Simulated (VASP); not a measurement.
# Sc (I4/mmm) in VASP: further runs

Sc is run at these levels: PBEsol; tasks: single point.

All numbers are computed with VASP 6.6.1; they aren't measurements. Logs are shortened: lines on timing, memory, paths and dates and some standing lists are left out, and cuts for length are marked.

## 1. The cell of the first run

Symmetry: I4/mmm, No. 139, tetragonal system. The conventional cell has a = 3.259 Å, b = 3.259 Å, c = 4.405 Å, α = 90.00°, β = 90.00°, γ = 90.00°. Within 4.2 Å of Sc (site symmetry 4/mmm) lie 12 Sc at 3.19 to 3.26 Å.

## 2. Single point, PBEsol (strain +0.015 along x and y, -0.030 along z)

The input, INCAR:

```
PREC = Accurate
ENCUT = 520
EDIFF = 1E-6
ISMEAR = 0
SIGMA = 0.15
LREAL = False
LASPH = True
NELM = 100
ALGO = Normal
ISIF = 2
LWAVE = False
LCHARG = False
GGA = PS
NBANDS = 12
```

The input, KPOINTS:

```
Automatic mesh
0
Gamma
  18 18 18
```

The input, POSCAR:

```
Sc
1.0
    0.0000000000      2.3045575000      2.2023850000
    2.3045575000      0.0000000000      2.2023850000
    2.3045575000      2.3045575000      0.0000000000
Sc
1
Direct
    0.0000000000      0.0000000000      0.0000000000
```

Potentials or basis: VASP PAW PBE potentials, release 64 (Sc_sv).

Run with:

```console
$ cat potpaw_PBE.64/Sc_sv/POTCAR > POTCAR
$ mpirun -np 1 vasp_std > vasp.out
```

OUTCAR:

```text
PREC = Accurate
   ENCUT = 520
   EDIFF = 1E-6
   ISMEAR = 0
   LREAL = False
   LASPH = True
   NELM = 100
   ISIF = 2
   GGA = PS

 ion  position               nearest neighbor table
   1  0.000  0.000  0.000-

  LATTYP: Found a body centered tetragonal cell.
 ALAT       =     3.2591364718
 C/A-ratio  =     1.3515144389

  Lattice vectors:

 A1 = (   0.0000000000,  -2.3045575000,  -2.2023850000)
 A2 = (   0.0000000000,   2.3045575000,  -2.2023850000)
 A3 = (   2.3045575000,   0.0000000000,   2.2023850000)

Analysis of symmetry for initial positions (statically):
=====================================================================
 Subroutine PRICEL returns:
 Original cell was already a primitive cell.

 Routine SETGRP: Setting up the symmetry group for a
 body centered tetragonal supercell.

 Subroutine GETGRP returns: Found 16 space group operations
 (whereof 16 operations were pure point group operations)
 out of a pool of 16 trial point group operations.

The static configuration has the point symmetry D_4h.

Analysis of symmetry for dynamics (positions and initial velocities):
=====================================================================
 Subroutine PRICEL returns:
 Original cell was already a primitive cell.

 Routine SETGRP: Setting up the symmetry group for a
 body centered tetragonal supercell.

 Subroutine GETGRP returns: Found 16 space group operations
 (whereof 16 operations were pure point group operations)
 out of a pool of 16 trial point group operations.

The dynamic configuration has the point symmetry D_4h.

 Subroutine INISYM returns: Found 16 space group operations
 (whereof 16 operations are pure point group operations),
 and found     1 'primitive' translations

----------------------------------------------------------------------------------------

                                     Primitive cell

  volume of cell :      23.3937

  direct lattice vectors                    reciprocal lattice vectors
     0.000000000  2.304557500  2.202385000    -0.216961391  0.216961391  0.227026610
     2.304557500  0.000000000  2.202385000     0.216961391 -0.216961391  0.227026610
     2.304557500  2.304557500  0.000000000     0.216961391  0.216961391 -0.227026610

  length of vectors
     3.187708418  3.187708418  3.259136472     0.381687793  0.381687793  0.381687793

  position of ions in fractional coordinates (direct lattice)
     0.000000000  0.000000000  0.000000000

[... 81 lines left out ...]
   ISIF   =      2    stress and relaxation
   ISYM   =      2    0-nonsym 1-usesym 2-fastsym
   POTIM  = 0.5000    time-step for ionic-motion
   TEBEG  =    0.0;   TEEND  =   0.0 temperature during run
   PSTRESS=    0.0 pullay stress
   NELECT =      11.0000    total number of electrons
   NUPDOWN=      -1.0000    fix difference up-down
   EMIN   =  10.00;   EMAX   =-10.00  energy-range for DOS
   EFERMI =   0.00;   METHOD = LEGACY
   ISMEAR =     0;   SIGMA  =   0.15  broadening in eV -4-tet -1-fermi 0-gaus
   EFERMI_NEDOS =   21; number of points for ismear=-14 and -15
   IALGO  =     38    algorithm
   IMIX   =      4    mixing-type and parameters
     AMIX     =   0.40;   BMIX     =  1.00
     AMIX_MAG =   1.60;   BMIX_MAG =  1.00
  volume/ion in A,a.u.               =      23.39       157.87
  Fermi-wavevector in a.u.,A,eV,Ry     =   1.273033  2.405683 22.049774  1.620613
  Thomas-Fermi vector in A             =   2.405879
   LORBIT       =      0    0 simple, 1 ext, 2 COOP (PROOUT), +10 PAW based schemes
   GGA     = PS    functional components
   LHFCALC =     F    Hartree Fock is set to
   AEXX    =    0.0000 exact exchange contribution
   IVDW    =     0    specifies the selected vdW correction
   LEPSILON=     F    determine dielectric tensor
   LRPA    =     F    only Hartree local field effects (RPA)
 non-spin polarized calculation
 Gauss-broadening in eV      SIGMA  =   0.15
  energy-cutoff  :      520.00
  volume of cell :       23.39
 maximum number of plane-waves:       650
   NGX = 11   NGY = 11   NGZ = 13

 number of electron      10.9999997 magnetization

 Free energy of the ion-electron system (eV)
  ---------------------------------------------------
  ext. energy  EPLUGINS =         0.00000000
  ---------------------------------------------------
  free energy    TOTEN  =        -6.56639999 eV

  energy without entropy =       -6.54573200  energy(sigma->0) =       -6.55606600

 E-fermi :   3.9475     XC(G=0): -10.2025

 val. band max:        3.9463143144   @ k =  -0.3333   0.0556   0.2222
 cond. band min:       3.9486436813   @ k =   0.5000   0.1667   0.0556
 fundamental gap:      0.0023293669
 Fermi energy:         3.9475413686

 k-point     1 :       0.0000    0.0000    0.0000
  band No.  band energies     occupation
      1     -45.1397      2.00000
      2     -23.6098      2.00000
      3     -23.6092      2.00000
      4     -23.6092      2.00000
      5      -1.3502      2.00000
      6       5.5011      0.00000
      7       5.5011      0.00000
      8       5.7988      0.00000
      9       6.8882      0.00000
     10       7.2372      0.00000
     11      16.7844      0.00000
     12      20.0658      0.00000
[... 331 lines left out ...]
 k-point    24 :      -0.2222    0.0556    0.0000
  band No.  band energies     occupation
      1     -45.1031      2.00000
      2     -23.8351      2.00000
      3     -23.6497      2.00000
      4     -23.6407      2.00000
      5       0.1090      2.00000
      6       4.7308      0.00000
      7       5.7430      0.00000
      8       5.9123      0.00000
      9       6.8089      0.00000
     10       7.3561      0.00000
     11      15.1435      0.00000
     12      17.4780      0.00000

 [... further k-points ...]

------------------------ aborting loop because EDIFF is reached ----------------------------------------

  FORCE on cell =-STRESS in cart. coord.  units (eV):
  Direction    XX          YY          ZZ          XY          YZ          ZX
  --------------------------------------------------------------------------------------
  -------------------------------------------------------------------------------------
  Total        0.0138688      0.0138688      0.1921891      0.0000000      0.0000000      0.0000000
  in kB        0.9498440      0.9498440     13.1625765      0.0000000      0.0000000      0.0000000
  external PRESSURE =       5.0207548 kB  Pullay stress =       0.0000000 kB

 VOLUME and BASIS-vectors are now :
 -----------------------------------------------------------------------------
  energy-cutoff  :      520.00
  volume of cell :       23.39
      direct lattice vectors                 reciprocal lattice vectors
     0.000000000  2.304557500  2.202385000    -0.216961391  0.216961391  0.227026610
     2.304557500  0.000000000  2.202385000     0.216961391 -0.216961391  0.227026610
     2.304557500  2.304557500  0.000000000     0.216961391  0.216961391 -0.227026610

 POSITION                                       TOTAL-FORCE (eV/Angst)
 -----------------------------------------------------------------------------------
      0.00000      0.00000      0.00000        -0.000000      0.000000      0.000000
 -----------------------------------------------------------------------------------
    total drift:                                0.000000      0.000000     -0.000000

  FREE ENERGIE OF THE ION-ELECTRON SYSTEM (eV)
  ---------------------------------------------------
  free  energy   TOTEN  =        -6.5663999887 eV

  energy  without entropy=       -6.5457320034  energy(sigma->0) =       -6.55606600
```

Run time: 66 s. Hardware: 1 thread of Intel Xeon Platinum 8488C (Sapphire Rapids), shared host; peak memory 0.24 GiB.

What came out:

```
Free energy : -6.5664 eV
Pressure    : 0.5 GPa
```

Caveat: the cell differs from its parent crystal (strain +0.015 along x and y, -0.030 along z); the PAW data sets were made with another functional, which shifts forces and pressure a little.

## 3. Single point, PBEsol (strain +0.030 along x and y, -0.030 along z)

The input, INCAR:

```
  ALGO = Normal
  EDIFF = 1E-7
  ENCUT = 520
  GGA = PS
  ISIF = 2
  ISMEAR = 0
  LASPH = True
  LCHARG = False
  LREAL = False
  LWAVE = False
  NBANDS = 12
  NELM = 80
  PREC = Accurate
  SIGMA = 0.15
```

The input, KPOINTS:

```
k-points
0
Gamma
  18 18 18
```

The input, POSCAR:

```
Sc
1.0
    0.0000000000      2.3386150000      2.2023850000
    2.3386150000      0.0000000000      2.2023850000
    2.3386150000      2.3386150000      0.0000000000
Sc
1
Direct
    0.0000000000      0.0000000000      0.0000000000
```

Potentials or basis: VASP PAW PBE potentials, release 64 (Sc_sv).

Run with:

```console
$ cat potpaw_PBE.64/Sc_sv/POTCAR > POTCAR
$ mpirun -np 1 vasp_std > vasp.out
```

It took 94 s on 1 thread of Intel Xeon Platinum 8488C (Sapphire Rapids), shared host; peak memory 0.25 GiB.

The run converged. Its results:

- Free energy: -6.5635 eV
- Pressure: -1.0 GPa

Stress tensor (GPa, compression positive):
```
-1.55  0.00  0.00
 0.00 -1.55  0.00
 0.00  0.00 -0.05
```

Levels at points of the mesh, in eV from the Fermi level:
```
           k point  band 3  band 4  band 5  band 6  band 7  band 8
(0.00, 0.00, 0.00)  -27.66  -27.66   -5.24    1.49    1.49    1.87
(0.50, 0.00, 0.00)  -27.73  -27.70   -1.81    0.29    1.26    1.72
(0.50, 0.50, 0.00)  -27.84  -27.84   -1.52   -0.76    2.61    3.95
(0.50, 0.00, 0.50)  -27.82  -27.77   -1.61   -0.60    1.71    3.93
```

Caveat: the cell differs from its parent crystal (strain +0.030 along x and y, -0.030 along z); the PAW data sets were made with another functional, which shifts forces and pressure a little.

## 4. Single point, PBEsol (strain +0.030 along x and y, -0.015 along z)

The input, INCAR:

```
PREC = Accurate
ENCUT = 520
EDIFF = 1E-7
ISMEAR = 0
SIGMA = 0.15
LREAL = False
LASPH = True
NELM = 100
ALGO = Normal
ISIF = 2
LWAVE = False
LCHARG = False
GGA = PS
NBANDS = 12
```

The input, KPOINTS:

```
regular mesh
0
Gamma
  18 18 18
```

The input, POSCAR:

```
Sc
1.0
    0.0000000000      2.3386150000      2.2364425000
    2.3386150000      0.0000000000      2.2364425000
    2.3386150000      2.3386150000      0.0000000000
Sc
1
Direct
    0.0000000000      0.0000000000      0.0000000000
```

Run with:

```console
$ cat potpaw_PBE.64/Sc_sv/POTCAR > POTCAR
$ mpirun -np 1 vasp_std > vasp.out
```

It took 83 s on 1 thread of Intel Xeon Platinum 8488C (Sapphire Rapids), shared host; peak memory 0.25 GiB.

Results (log left out):

```
Free energy : -6.5624 eV
Pressure    : -1.8 GPa
```

Stress tensor (GPa, compression positive):
```
-2.19  0.00  0.00
 0.00 -2.19  0.00
 0.00  0.00 -1.04
```

Levels at points of the mesh, in eV from the Fermi level:
```
           k point  band 2  band 3  band 4  band 5  band 6  band 7  band 8  band 9
(0.00, 0.00, 0.00)  -27.71  -27.70  -27.70   -5.21    1.50    1.50    1.78    2.81
(0.50, 0.00, 0.00)  -28.12  -27.77  -27.75   -1.79    0.26    1.31    1.64    3.82
(0.50, 0.50, 0.00)  -28.09  -27.87  -27.87   -1.50   -0.71    2.39    3.88    4.13
(0.50, 0.00, 0.50)  -28.09  -27.86  -27.82   -1.57   -0.60    1.73    3.87    4.02
```

Caveat: the cell differs from its parent crystal (strain +0.030 along x and y, -0.015 along z); the PAW data sets were made with another functional, which shifts forces and pressure a little.

## 5. Overview

```tsv
cell	gap on the mesh (eV)	pressure (GPa)
a = 3.188, b = 3.188, c = 3.259 Å, angles 59.3, 59.3, 61.5°, 1 atom	none	0.5
a = 3.212, b = 3.212, c = 3.307 Å, angles 59.0, 59.0, 62.0°, 1 atom	none	-1.0
a = 3.236, b = 3.236, c = 3.307 Å, angles 59.3, 59.3, 61.5°, 1 atom	none	-1.8
```

Alike in all rows: task single point; level PBEsol; potentials or basis VASP PAW PBE potentials, release 64 (Sc_sv); no spin polarisation; k mesh 18 × 18 × 18; cutoff (eV) 520; smearing gaussian 0.15 eV.

Caveats: the PAW data sets were made with another functional, which shifts forces and pressure a little.

Absolute energies hang on the potentials; compare differences alone.
